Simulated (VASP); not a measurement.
# BN (P6_3/mmc) in VASP: notebook

The runs below take BN through single point, relaxation of cell and atoms, with PBE.

Program: VASP 6.6.1. These are calculated values, not measurements. Logs are shortened: lines on timing, memory, paths and dates and some standing lists are left out, and cuts for length are marked.

## Step 1: The cell of the first run

The structure is hexagonal, space group P6_3/mmc (No. 194). The conventional cell has a = 2.512 Å, b = 2.512 Å, c = 8.510 Å, α = 90.00°, β = 90.00°, γ = 120.00°. Within 1.9 Å of B (site symmetry -6m2) lie 3 N at 1.45 Å. Within 1.9 Å of N (site symmetry -6m2) lie 3 B at 1.45 Å.

## Step 2: Single point, PBE

Input file INCAR:

```
SYSTEM = BN
PREC = Accurate ; ENCUT = 520
EDIFF = 1E-6 ; ISMEAR = 0
SIGMA = 0.02 ; LREAL = .False.
LASPH = .True. ; NELM = 100
ALGO = Normal ; ISIF = 2
LWAVE = .False. ; LCHARG = .True.
GGA = PE ; LELF = .True.
LVHAR = .True. ; NBANDS = 16
```

Input file KPOINTS:

```
regular mesh
0
Gamma
  12 12 4
  0 0 0
```

Input file POSCAR:

```
BN
1.0
    2.5121811355      0.0000000000      0.0000000000
   -1.2560905678      2.1756126823      0.0000000000
    0.0000000000      0.0000000000      8.5100268713
B N
2 2
Direct
    0.3333333333      0.6666666667      0.2500000000
    0.6666666667      0.3333333333      0.7500000000
    0.3333333333      0.6666666667      0.7500000000
    0.6666666667      0.3333333333      0.2500000000
```

Potentials or basis: VASP PAW PBE potentials, release 64 (B, N).

Command:

```
$ cat potpaw_PBE.64/B/POTCAR potpaw_PBE.64/N/POTCAR > POTCAR
$ mpirun -np 1 vasp_std > vasp.out
```

OUTCAR:

```text
SYSTEM = BN
   PREC = Accurate
   ENCUT = 520
   EDIFF = 1E-6
   ISMEAR = 0
   LREAL = .False.
   LASPH = .True.
   NELM = 100
   ISIF = 2
   GGA = PE

 ion  position               nearest neighbor table
   1  0.333  0.667  0.250-   4 1.45   4 1.45   4 1.45
   2  0.667  0.333  0.750-   3 1.45   3 1.45   3 1.45
   3  0.333  0.667  0.750-   2 1.45   2 1.45   2 1.45
   4  0.667  0.333  0.250-   1 1.45   1 1.45   1 1.45

  LATTYP: Found a hexagonal cell.
 ALAT       =     2.5121811355
 C/A-ratio  =     3.3875052842

  Lattice vectors:

 A1 = (   2.5121811355,   0.0000000000,   0.0000000000)
 A2 = (  -1.2560905678,   2.1756126823,   0.0000000000)
 A3 = (   0.0000000000,   0.0000000000,   8.5100268713)

Analysis of symmetry for initial positions (statically):
=====================================================================
 Subroutine PRICEL returns:
 Original cell was already a primitive cell.

 Routine SETGRP: Setting up the symmetry group for a
 hexagonal supercell.

 Subroutine GETGRP returns: Found 24 space group operations
 (whereof 12 operations were pure point group operations)
 out of a pool of 24 trial point group operations.

The static configuration has the point symmetry D_3d.
 The point group associated with its full space group is D_6h.

Analysis of symmetry for dynamics (positions and initial velocities):
=====================================================================
 Subroutine PRICEL returns:
 Original cell was already a primitive cell.

 Routine SETGRP: Setting up the symmetry group for a
 hexagonal supercell.

 Subroutine GETGRP returns: Found 24 space group operations
 (whereof 12 operations were pure point group operations)
 out of a pool of 24 trial point group operations.

The dynamic configuration has the point symmetry D_3d.
 The point group associated with its full space group is D_6h.

 Subroutine INISYM returns: Found 24 space group operations
 (whereof 12 operations are pure point group operations),
 and found     1 'primitive' translations

----------------------------------------------------------------------------------------

                                     Primitive cell

  volume of cell :      46.5118

  direct lattice vectors                    reciprocal lattice vectors
     2.512181136  0.000000000  0.000000000     0.398060469  0.229820319  0.000000000
    -1.256090568  2.175612682  0.000000000     0.000000000  0.459640637  0.000000000
     0.000000000  0.000000000  8.510026871     0.000000000  0.000000000  0.117508442

  length of vectors
     2.512181136  2.512181136  8.510026871     0.459640637  0.459640637  0.117508442

  position of ions in fractional coordinates (direct lattice)
     0.333333333  0.666666667  0.250000000
     0.666666667  0.333333333  0.750000000
     0.333333333  0.666666667  0.750000000
     0.666666667  0.333333333  0.250000000

  ion indices of the primitive-cell ions
   primitive index   ion index
                 1           1
                 2           2
                 3           3
                 4           4

----------------------------------------------------------------------------------------

 KPOINTS: regular mesh

Automatic generation of k-mesh.
 Grid dimensions read from file:
 generate k-points for:   12   12    4

 Generating k-lattice:

  Cartesian coordinates                     Fractional coordinates (reciprocal lattice)
     0.033171706  0.019151693  0.000000000     0.083333333 -0.000000000  0.000000000
     0.000000000  0.038303386  0.000000000     0.000000000  0.083333333  0.000000000
     0.000000000  0.000000000  0.029377111     0.000000000  0.000000000  0.250000000

  Length of vectors
     0.038303386  0.038303386  0.029377111

  Shift w.r.t. Gamma in fractional coordinates (k-lattice)
     0.000000000  0.000000000  0.000000000

 Subroutine IBZKPT returns following result:
 ===========================================

 Found     57 irreducible k-points:

 Following reciprocal coordinates:
            Coordinates               Weight
  0.000000  0.000000  0.000000      1.000000
  0.083333 -0.000000  0.000000      6.000000
  0.166667  0.000000  0.000000      6.000000
  0.250000 -0.000000  0.000000      6.000000
  0.333333 -0.000000  0.000000      6.000000
  0.416667 -0.000000  0.000000      6.000000
[... 16 lines left out ...]
  0.250000 -0.000000  0.250000     12.000000
  0.333333 -0.000000  0.250000     12.000000
 [... further k-points ...]
   k-points           NKPTS =     57   k-points in BZ     NKDIM =     57   number of bands    NBANDS=     16
   number of dos      NEDOS =    301   number of ions     NIONS =      4
   total plane-waves  NPLWV =  25600
   dimension x,y,z NGX =    20 NGY =   20 NGZ =   64
   dimension x,y,z NGXF=    40 NGYF=   40 NGZF=  128
   ions per type =               2   2
   NGX,Y,Z   is equivalent  to a cutoff of  13.24, 13.24, 12.50 a.u.
   NGXF,Y,Z  is equivalent  to a cutoff of  26.47, 26.47, 25.01 a.u.
 SYSTEM =  BN
[... 36 lines left out ...]
   AEXX    =    0.0000 exact exchange contribution
   IVDW    =     0    specifies the selected vdW correction
   LEPSILON=     F    determine dielectric tensor
   LRPA    =     F    only Hartree local field effects (RPA)
 non-spin polarized calculation
 Gauss-broadening in eV      SIGMA  =   0.02
  energy-cutoff  :      520.00
  volume of cell :       46.51
 maximum number of plane-waves:      1269
 NGX is ok and might be reduce to    20
   NGX =  9   NGY =  9   NGZ = 31

 number of electron      15.9999998 magnetization

 Free energy of the ion-electron system (eV)
  ---------------------------------------------------
  ext. energy  EPLUGINS =         0.00000000
  ---------------------------------------------------
  free energy    TOTEN  =       -35.20739432 eV

  energy without entropy =      -35.20739432  energy(sigma->0) =      -35.20739432

 E-fermi :   0.6293     XC(G=0):  -8.4602

 val. band max:        0.4773789865   @ k =   0.3333   0.3333   0.5000
 cond. band min:       4.8353100312   @ k =   0.0000   0.0000   0.0000
 fundamental gap:      4.3579310446
 Fermi energy:         0.6292933972

 k-point     1 :       0.0000    0.0000    0.0000
  band No.  band energies     occupation
      1     -17.1505      2.00000
      2     -17.1167      2.00000
      3      -4.9790      2.00000
      4      -4.4473      2.00000
      5      -0.8733      2.00000
      6      -0.8733      2.00000
[... 8 lines left out ...]
     15      11.9959      0.00000
     16      12.7493      0.00000

 k-point     2 :       0.0833   -0.0000    0.0000
  band No.  band energies     occupation
      1     -17.0174      2.00000
      2     -16.9844      2.00000
      3      -4.7979      2.00000
      4      -4.2728      2.00000
      5      -1.4309      2.00000
      6      -1.4280      2.00000
[... 8 lines left out ...]
     15      12.5703      0.00000
     16      12.5826      0.00000

 k-point     3 :       0.1667    0.0000    0.0000
  band No.  band energies     occupation
      1     -16.6258      2.00000
      2     -16.5949      2.00000
      3      -4.2625      2.00000
      4      -3.7579      2.00000
      5      -2.8364      2.00000
      6      -2.8304      2.00000
[... 8 lines left out ...]
     15      13.1294      0.00000
     16      14.1627      0.00000

 k-point     4 :       0.2500   -0.0000    0.0000
  band No.  band energies     occupation
      1     -16.0029      2.00000
      2     -15.9755      2.00000
      3      -4.6117      2.00000
      4      -4.6072      2.00000
      5      -3.4010      2.00000
      6      -2.9344      2.00000
[... 8 lines left out ...]
     15      13.4232      0.00000
     16      16.4158      0.00000
[... 324 lines left out ...]
 k-point    22 :       0.1667    0.0000    0.2500
  band No.  band energies     occupation
      1     -16.6213      2.00000
      2     -16.5995      2.00000
      3      -4.1946      2.00000
      4      -3.8388      2.00000
      5      -2.8346      2.00000
      6      -2.8306      2.00000
[... 8 lines left out ...]
     15      13.8443      0.00000
     16      14.1646      0.00000

 k-point    23 :       0.2500   -0.0000    0.2500
  band No.  band energies     occupation
      1     -15.9989      2.00000
      2     -15.9795      2.00000
      3      -4.6114      2.00000
      4      -4.6083      2.00000
      5      -3.3368      2.00000
      6      -3.0075      2.00000
[... 8 lines left out ...]
     15      14.4635      0.00000
     16      16.4239      0.00000

 k-point    24 :       0.3333   -0.0000    0.2500
  band No.  band energies     occupation
      1     -15.2141      2.00000
      2     -15.1983      2.00000
      3      -6.3785      2.00000
      4      -6.3749      2.00000
      5      -3.0954      2.00000
      6      -3.0924      2.00000
[... 8 lines left out ...]
     15      15.5019      0.00000
     16      17.8105      0.00000

 [... further k-points ...]

------------------------ aborting loop because EDIFF is reached ----------------------------------------

  FORCE on cell =-STRESS in cart. coord.  units (eV):
  Direction    XX          YY          ZZ          XY          YZ          ZX
  --------------------------------------------------------------------------------------
  -------------------------------------------------------------------------------------
  Total        0.0345584      0.0345584     -0.0304389     -0.0000000      0.0000000      0.0000000
  in kB        1.1904229      1.1904229     -1.0485184     -0.0000000      0.0000000      0.0000000
  external PRESSURE =       0.4441091 kB  Pullay stress =       0.0000000 kB

 VOLUME and BASIS-vectors are now :
 -----------------------------------------------------------------------------
  energy-cutoff  :      520.00
  volume of cell :       46.51
      direct lattice vectors                 reciprocal lattice vectors
     2.512181136  0.000000000  0.000000000     0.398060469  0.229820319  0.000000000
    -1.256090568  2.175612682  0.000000000     0.000000000  0.459640637  0.000000000
     0.000000000  0.000000000  8.510026871     0.000000000  0.000000000  0.117508442

 POSITION                                       TOTAL-FORCE (eV/Angst)
 -----------------------------------------------------------------------------------
     -0.00000      1.45041      2.12751        -0.000000      0.000000      0.000000
      1.25609      0.72520      6.38252         0.000000     -0.000000      0.000000
     -0.00000      1.45041      6.38252         0.000000     -0.000000      0.000000
      1.25609      0.72520      2.12751        -0.000000      0.000000      0.000000
 -----------------------------------------------------------------------------------
    total drift:                               -0.000000      0.000000      0.000000

  FREE ENERGIE OF THE ION-ELECTRON SYSTEM (eV)
  ---------------------------------------------------
  free  energy   TOTEN  =       -35.2073943169 eV

  energy  without entropy=      -35.2073943169  energy(sigma->0) =      -35.20739432
```

Wall time 60 s (1 thread of Intel Xeon 8259CL, shared host); peak memory 0.18 GiB.

What came out:

- Free energy: -35.2074 eV
- Pressure: 0.0 GPa
- Band gap on the k mesh: 4.36 eV (least direct gap 4.66 eV)

Stress tensor (GPa, compression positive):
```
 0.12  0.00  0.00
 0.00  0.12  0.00
 0.00  0.00 -0.10
```

Caveat: this functional lacks dispersion, which binds the layers, so the pressure and a relaxed spacing across them are unreliable. A k mesh can miss the band edges.

## Step 3: Single point, PBE (strain along c alone, the other axes held: +4.0 %)

Input file INCAR:

```
ALGO = Normal ; EDIFF = 1E-7
ENCUT = 520 ; GGA = PE
ISIF = 2 ; ISMEAR = 0
LASPH = True ; LCHARG = False
LREAL = False ; LWAVE = False
NBANDS = 16 ; NELM = 100
PREC = Accurate ; SIGMA = 0.02
```

Input file KPOINTS:

```
k-points
0
Gamma
  12 12 4
```

Edit POSCAR of step 2 so:

```diff
@@ -4,3 +4,3 @@
    -1.2560905678      2.1756126823      0.0000000000
-    0.0000000000      0.0000000000      8.5100268713
+    0.0000000000      0.0000000000      8.6768901433
 B N
```

Potentials or basis: VASP PAW PBE potentials, release 64 (B, N).

Command:

```
$ cat potpaw_PBE.64/B/POTCAR potpaw_PBE.64/N/POTCAR > POTCAR
$ mpirun -np 1 vasp_std > vasp.out
```

Run time: 71 s. Hardware: 1 thread of Intel Xeon 8259CL, shared host; peak memory 0.18 GiB.

The run converged. Its results:

| Quantity | Value |
| --- | --- |
| Free energy | -35.2074 eV |
| Pressure | 0.0 GPa |
| Band gap on the k mesh | 4.32 eV (least direct gap 4.66 eV) |

Stress tensor (GPa, compression positive):
```
 0.12  0.00  0.00
 0.00  0.12  0.00
 0.00  0.00 -0.14
```

Levels at points of the mesh, in eV from the valence-band top:
| k point | band 5 | band 6 | band 7 | band 8 | band 9 | band 10 | band 11 | band 12 |
| --- | --- | --- | --- | --- | --- | --- | --- | --- |
| (0.00, 0.00, 0.00) | -1.35 | -1.35 | -1.35 | -1.35 | 4.32 | 7.40 | 9.62 | 11.51 |
| (0.50, 0.00, 0.00) | -4.12 | -4.12 | -0.99 | -0.81 | 4.62 | 4.96 | 9.44 | 9.85 |
| (0.00, 0.00, 0.50) | -1.35 | -1.35 | -1.35 | -1.35 | 5.48 | 5.48 | 11.33 | 11.33 |
| (0.50, 0.00, 0.50) | -4.12 | -4.12 | -0.90 | -0.90 | 4.77 | 4.77 | 9.68 | 9.68 |

Caveat: the cell differs from its parent crystal (strain along c alone, the other axes held: +4.0 %); this functional lacks dispersion, which binds the layers, so the pressure and a relaxed spacing across them are unreliable. A k mesh can miss the band edges.

## Step 4: Single point, PBE (strain along c alone, the other axes held: +6.0 %)

Input file INCAR:

```
ALGO = Normal
EDIFF = 1E-6
ENCUT = 520
GGA = PE
ISIF = 2
ISMEAR = 0
LASPH = T
LCHARG = F
LREAL = F
LWAVE = F
NBANDS = 16
NELM = 60
PREC = Accurate
SIGMA = 0.02
```

KPOINTS is that of step 3.

Edit POSCAR of step 3 so:

```diff
@@ -4,3 +4,3 @@
    -1.2560905678      2.1756126823      0.0000000000
-    0.0000000000      0.0000000000      8.6768901433
+    0.0000000000      0.0000000000      8.8437534153
 B N
```

Command:

```
$ cat potpaw_PBE.64/B/POTCAR potpaw_PBE.64/N/POTCAR > POTCAR
$ mpirun -np 1 vasp_std > vasp.out
```

Run time: 56 s. Hardware: 1 thread of Intel Xeon 8259CL, shared host; peak memory 0.18 GiB.

It converged, with:

```yaml
Free_energy: -35.2072 eV
Pressure: 0.0 GPa
Band_gap_on_the_k_mesh: 4.29 eV (least direct gap 4.66 eV)
```

Stress tensor (GPa, compression positive):
```
 0.11  0.00  0.00
 0.00  0.11  0.00
 0.00  0.00 -0.15
```

Levels at points of the mesh, in eV from the valence-band top:
| k point | band 6 | band 7 | band 8 | band 9 | band 10 | band 11 |
| --- | --- | --- | --- | --- | --- | --- |
| (0.00, 0.00, 0.00) | -1.35 | -1.35 | -1.35 | 4.29 | 7.24 | 9.39 |
| (0.50, 0.00, 0.00) | -4.12 | -0.97 | -0.82 | 4.63 | 4.94 | 9.45 |
| (0.00, 0.00, 0.50) | -1.35 | -1.35 | -1.35 | 5.38 | 5.38 | 11.16 |
| (0.50, 0.00, 0.50) | -4.12 | -0.90 | -0.90 | 4.77 | 4.77 | 9.68 |

Caveat: the cell differs from its parent crystal (strain along c alone, the other axes held: +6.0 %); this functional lacks dispersion, which binds the layers, so the pressure and a relaxed spacing across them are unreliable. A k mesh can miss the band edges.

## Step 5: Single point, PBE

This run uses another cell than the first one, of 12.08 Å³/atom.

Input file INCAR:

```
SYSTEM = BN
  ALGO = Normal
  EDIFF = 1E-6
  ENCUT = 520
  GGA = PE
  ISIF = 2
  ISMEAR = 0
  LASPH = .TRUE.
  LCHARG = .TRUE.
  LELF = .TRUE.
  LREAL = .FALSE.
  LVHAR = .TRUE.
  LWAVE = .FALSE.
  NBANDS = 16
  NELM = 100
  PREC = Accurate
  SIGMA = 0.02
```

Input file KPOINTS:

```
k-points
0
G
  12 12 4
  0 0 0
```

POSCAR is that of step 4.

Command:

```
$ cat potpaw_PBE.64/B/POTCAR potpaw_PBE.64/N/POTCAR > POTCAR
$ mpirun -np 1 vasp_std > vasp.out
```

It took 62 s on 1 thread of Intel Xeon 8259CL, shared host; peak memory 0.18 GiB.

The run converged. Its results:

```yaml
Free_energy: -35.2072 eV
Pressure: 0.0 GPa
Band_gap_on_the_k_mesh: 4.29 eV (least direct gap 4.66 eV)
```

Stress tensor (GPa, compression positive):
```
 0.11  0.00  0.00
 0.00  0.11  0.00
 0.00  0.00 -0.15
```

Levels at points of the mesh, in eV from the valence-band top:
| k point | band 6 | band 7 | band 8 | band 9 | band 10 | band 11 |
| --- | --- | --- | --- | --- | --- | --- |
| (0.00, 0.00, 0.00) | -1.35 | -1.35 | -1.35 | 4.29 | 7.24 | 9.39 |
| (0.50, 0.00, 0.00) | -4.12 | -0.97 | -0.82 | 4.63 | 4.94 | 9.45 |
| (0.00, 0.00, 0.50) | -1.35 | -1.35 | -1.35 | 5.38 | 5.38 | 11.16 |
| (0.50, 0.00, 0.50) | -4.12 | -0.90 | -0.90 | 4.77 | 4.77 | 9.68 |

Caveat: this functional lacks dispersion, which binds the layers, so the pressure and a relaxed spacing across them are unreliable. A k mesh can miss the band edges.

## Step 6: Relaxation of cell and atoms, PBE

This run uses another cell than the first one, of 10.53 Å³/atom.

Input file INCAR:

```
SYSTEM = BN
ALGO = Normal
EDIFF = 1E-6
EDIFFG = -0.005
ENCUT = 600
GGA = PE
IBRION = 2
ISIF = 3
ISMEAR = 0
LASPH = .True.
LCHARG = .False.
LREAL = .False.
LWAVE = .False.
NELM = 100
NSW = 100
PREC = Accurate
SIGMA = 0.02
```

Input file KPOINTS:

```
k-points
0
Gamma
  12 12 4
  0 0 0
```

Input file POSCAR:

```
BN
1.0
    2.5124282281      0.0000000000      0.0000000000
   -1.2562141141      2.1758266707      0.0000000000
    0.0000000000      0.0000000000      7.7072650000
B N
2 2
Direct
    0.3333333300      0.6666666700      0.2500000000
    0.6666666700      0.3333333300      0.7500000000
    0.3333333300      0.6666666700      0.7500000000
    0.6666666700      0.3333333300      0.2500000000
```

Potentials or basis: VASP PAW PBE potentials, release 64 (B, N).

Command:

```
$ cat potpaw_PBE.64/B/POTCAR potpaw_PBE.64/N/POTCAR > POTCAR
$ mpirun -np 1 vasp_std > vasp.out
```

It took 4.7 min on 1 thread of Intel Xeon 8259CL, shared host; peak memory 0.18 GiB.

The run converged. Its results:

```
Free energy                           : -35.2104 eV
Relaxed volume                        : 11.02 Å³/atom
Relaxed cell                          : a = 2.512 Å, b = 2.512 Å, c = 8.063 Å, α = 90.00°, β = 90.00°, γ = 120.00°
Space group after relaxing (to 0.1 Å) : P6_3/mmc (No. 194)
Energy gained by relaxing             : 0.1 meV/atom
Ionic steps                           : 14
Pressure after relaxing               : -0.1 GPa
Band gap on the k mesh                : 4.47 eV (least direct gap 4.65 eV)
```

The path:
```tsv
step	energy change (eV)	largest force (eV/Å)	pressure (GPa)	volume (Å³)
1	0.0000	0.0000	-0.03	42.13
2	0.0000	0.0000	0.20	42.12
3	0.0000	0.0000	0.11	42.13
4	0.0000	0.0000	0.09	42.15
5	-0.0001	0.0000	0.04	42.24
6	-0.0002	0.0000	-0.04	42.42
7	-0.0004	0.0000	-0.19	42.77
8	-0.0004	0.0000	-0.50	43.47
9	-0.0004	0.0000	-0.50	43.47
10	-0.0004	0.0000	-0.47	43.49
11	-0.0004	0.0000	-0.47	43.53
12	-0.0005	0.0000	-0.41	43.61
13	-0.0005	0.0000	-0.29	43.76
14	-0.0005	0.0000	-0.06	44.07
```

Final structure:
```
B N
1.0
     2.51234    0.00000    0.00000
    -1.25617    2.17575    0.00000
     0.00000    0.00000    8.06282
B N
2 2
Direct
  0.33333 0.66667 0.25000
  0.66667 0.33333 0.75000
  0.33333 0.66667 0.75000
  0.66667 0.33333 0.25000
```

Levels at points of the mesh, in eV from the valence-band top:
```tsv
k point	band 6	band 7	band 8	band 9	band 10	band 11
(0.00, 0.00, 0.00)	-1.35	-1.35	-1.35	4.47	8.10	10.46
(0.50, 0.00, 0.00)	-4.11	-1.05	-0.75	4.54	5.06	9.41
(0.00, 0.00, 0.50)	-1.35	-1.35	-1.35	5.89	5.89	11.51
(0.50, 0.00, 0.50)	-4.12	-0.90	-0.90	4.76	4.76	9.70
```

Caveat: this functional lacks dispersion, which binds the layers, so the pressure and a relaxed spacing across them are unreliable. A k mesh can miss the band edges.

## Step 7: Summary

```csv
task,cell,cutoff (eV),gap on the mesh (eV),pressure (GPa)
single point,"a = 2.512, b = 2.512, c = 8.510 Å, angles 90.0, 90.0, 120.0°, 4 atoms",520,4.36,0.0
single point,"a = 2.512, b = 2.512, c = 8.677 Å, angles 90.0, 90.0, 120.0°, 4 atoms",520,4.32,0.0
single point,"a = 2.512, b = 2.512, c = 8.844 Å, angles 90.0, 90.0, 120.0°, 4 atoms",520,4.29,0.0
relaxation of cell and atoms,"relaxed from a = 2.512, b = 2.512, c = 7.707 Å, angles 90.0, 90.0, 120.0°, 4 atoms",600,4.47,-0.1
```

Alike in all rows: level PBE; potentials or basis VASP PAW PBE potentials, release 64 (B, N); no spin polarisation; k mesh 12 × 12 × 4; smearing gaussian 0.02 eV.

Caveats: this functional lacks dispersion, which binds the layers, so the pressure and a relaxed spacing across them are unreliable.

Absolute energies hang on the potentials; compare differences alone.
